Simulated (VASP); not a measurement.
A run of VASP 6.6.1 is set up as follows.

The input INCAR:

```
ALGO = Normal ; EDIFF = 1E-6
ENCUT = 520 ; GGA = PE
ISIF = 2 ; ISMEAR = -5
ISPIN = 2 ; LASPH = True
LCHARG = False ; LMAXMIX = 4
LORBIT = 11 ; LREAL = False
LWAVE = False ; MAGMOM = 0.7
NBANDS = 16 ; NELM = 150
PREC = Accurate ; SIGMA = 0.1
```

KPOINTS

```
k-points
0
Gamma
  12 12 12
```

POSCAR

```
Y
1.0
    3.2667355472      0.0000000000      0.0000000000
    0.0000000000      3.2667355472      0.0000000000
    0.0000000000      0.0000000000      3.2667355472
Y
1
Direct
    0.0000000000      0.0000000000      0.0000000000
```

Potentials or basis: VASP PAW PBE potentials, release 64 (Y_sv).

Launch:

```sh
$ cat potpaw_PBE.64/Y_sv/POTCAR > POTCAR
$ mpirun -np 1 vasp_std > vasp.out
```

(1) What does it give for the net moment?

(2) Predict the pressure.

(3) What does it give for the site moments?

Results:

(1) 0.83 μB per cell.

(2) 0.2 GPa.

(3) Y +0.59 μB.

Caveat: tetrahedron occupations give inexact forces and stress in metals.
